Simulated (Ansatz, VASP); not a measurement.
## One calculation of Pb3Se, two programs

```xyz
8
Lattice="8.6423 0.0000 0.0000 -4.3212 7.4845 0.0000 0.0000 0.0000 5.3012" Properties=species:S:1:pos:R:3 pbc="T T T"
Pb    2.6968    1.5570    2.6506
Pb    5.9456    1.5570    2.6506
Pb    0.0000    3.1139    2.6506
Pb    4.3212    4.3705    2.6506
Pb   -1.6244    5.9275    2.6506
Pb    1.6244    5.9275    2.6506
Se    0.0000    0.0000    1.2604
Se    0.0000    0.0000    4.0408
```

Alike in both runs: functional PBE; k mesh 6 × 6 × 8; occupations gaussian, width 0.1 eV; no spin polarisation.

Ansatz relaxed the structure, and its values are those at the end. VASP's run is a single point on that final structure, the one shown.

|  | VASP | Ansatz |
| --- | --- | --- |
| version | VASP 6.6.1 | Ansatz 0.2.0 |
| potentials or method | VASP PAW PBE potentials, release 64 (Pb_d, Se), cutoff 520 eV | scalar-relativistic, plane waves, PAW |
| valence electrons in the cell | 96 | 116 |

```tsv
	VASP	Ansatz	Ansatz less VASP
gap on the k mesh at the Fermi level (eV)	none	none	-
pressure (GPa)	0.0	0.0	+0.04
rms of the force components (eV/Å)	0.004	0.002	-0.0020
```

A gap of «none» marks a metal or a gap that the smearing closes. VASP's potentials hold 96 valence electrons a cell and Ansatz's 116, so a difference there can come from the potentials and not from the codes.

Spin-orbit coupling is off throughout.
